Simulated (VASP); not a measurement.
Set up this calculation in VASP 6.6.1, as the native input.

```yaml
Task: single point
Functional: PBE
Potentials_or_basis: VASP PAW PBE potentials, release 64 (Al, In_d, As)
Cutoff: 520 eV
k_mesh: 6 × 6 × 6
Occupations: gaussian, width 0.02 eV
Spin: no spin polarisation
Dipole_correction: no
Further_INCAR_settings: ALGO = Normal; EDIFF = 1e-06; NBANDS = 31
```

The structure of Al3InAs4 lies in POSCAR:

```
Al3InAs4
1.0
    5.9499376762      0.0000000000      0.0000000000
    0.0000000000      5.9499376762      0.0000000000
    0.0000000000      0.0000000000      5.9499376762
Al In As
3 1 4
Direct
    0.5000000000      0.0000000000      0.0000000000
    0.0000000000      0.0000000000      0.5000000000
    0.0000000000      0.5000000000      0.0000000000
    0.5000000000      0.5000000000      0.5000000000
    0.7603945353      0.2396054647      0.7603945353
    0.7603945353      0.7603945353      0.2396054647
    0.2396054647      0.2396054647      0.2396054647
    0.2396054647      0.7603945353      0.7603945353
```

The input as run:

INCAR

```
ALGO     = Normal         # electronic algorithm
EDIFF    = 1E-6           # SCF threshold, eV
ENCUT    = 520            # plane-wave cutoff, eV
GGA      = PE             # functional
ISIF     = 2              # what is computed and relaxed
ISMEAR   = 0              # smearing method
LASPH    = T              # aspherical terms in the spheres
LCHARG   = F              # write CHGCAR
LREAL    = F              # projectors in reciprocal space
LWAVE    = F              # write WAVECAR
NBANDS   = 31             # bands
NELM     = 100            # most SCF steps
PREC     = Accurate       # precision mode
SIGMA    = 0.02           # smearing width, eV
```

KPOINTS

```
k-points
0
Gamma
  6 6 6
```

Potentials or basis: VASP PAW PBE potentials, release 64 (Al, In_d, As).

Command:

```sh
$ cat potpaw_PBE.64/Al/POTCAR potpaw_PBE.64/In_d/POTCAR potpaw_PBE.64/As/POTCAR > POTCAR
$ mpirun -np 1 vasp_std > vasp.out
```

Results of the run:

```yaml
Pressure: -3.1 GPa
Band_gap_on_the_k_mesh: 0.76 eV
```

Caveat: the cell stands under tension; semilocal functionals underestimate gaps, and a narrow one can read as zero; spin-orbit coupling is left out, which moves the levels of the heavy elements.

Run time: 85 s on 1 thread of AMD EPYC 9R45 96-Core Processor (Zen 5), on a shared host, peak memory 0.37 GiB.
